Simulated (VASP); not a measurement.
Here is a VASP 6.6.1 calculation.

INCAR

```
SYSTEM = AlGa3N4
PREC     = Accurate       ! precision mode
ENCUT    = 520            ! plane-wave cutoff, eV
EDIFF    = 1E-6           ! SCF threshold, eV
ISMEAR   = 0              ! smearing method
SIGMA    = 0.05           ! smearing width, eV
LREAL    = .FALSE.        ! projectors in reciprocal space
LASPH    = .TRUE.         ! aspherical terms in the spheres
NELM     = 60             ! most SCF steps
ALGO     = Normal         ! electronic algorithm
ISIF     = 2              ! what is computed and relaxed
LWAVE    = .FALSE.        ! write WAVECAR
LCHARG   = .FALSE.        ! write CHGCAR
GGA      = PS             ! functional
NBANDS   = 41             ! bands
```

File KPOINTS:

```
Automatic mesh
0
G
  6 6 6
  0 0 0
```

POSCAR

```
AlGa3N4
1.0
    4.4716853600      0.0000000000      0.0000000000
    0.0000000000      4.4716853600      0.0000000000
    0.0000000000      0.0000000000      4.4716853600
Al Ga N
1 3 4
Direct
    0.0000000000      0.0000000000      0.0000000000
    0.5000000000      0.5000000000     -0.0111814665
    0.5000000000      0.0000000000      0.5000000000
    0.0000000000      0.5000000000      0.5000000000
    0.7557144200      0.7557144200      0.2442855800
    0.7557144200      0.2442855800      0.7557144200
    0.2442855800      0.7557144200      0.7557144200
    0.2442855800      0.2442855800      0.2442855800
```

Potentials or basis: VASP PAW PBE potentials, release 64 (Al, Ga_d, N).

The run is started by

```bash
$ cat potpaw_PBE.64/Al/POTCAR potpaw_PBE.64/Ga_d/POTCAR potpaw_PBE.64/N/POTCAR > POTCAR
$ mpirun -np 1 vasp_std > vasp.out
```

**Question.** What does it give for the pressure?

**Answer.** -0.6 GPa.

**Question.** Estimate the band gap on the k mesh.

**Answer.** 2.27 eV.

**Question.** Predict the largest force.

**Answer.** 0.847 eV/Å.

Forces on the atoms (eV/Å):
```
Al   0.000  0.000  0.153
Ga   0.000  0.000  0.847
Ga   0.000  0.000 -0.225
Ga   0.000  0.000 -0.225
N   -0.175 -0.175 -0.051
N    0.036 -0.036 -0.225
N   -0.036  0.036 -0.225
N    0.175  0.175 -0.051
```

Caveat: the cell differs from its parent crystal (atom 2 (Ga) moved -0.050 Å along Cartesian [0 0 1]); the PAW data sets were made with another functional, which shifts forces and pressure a little.
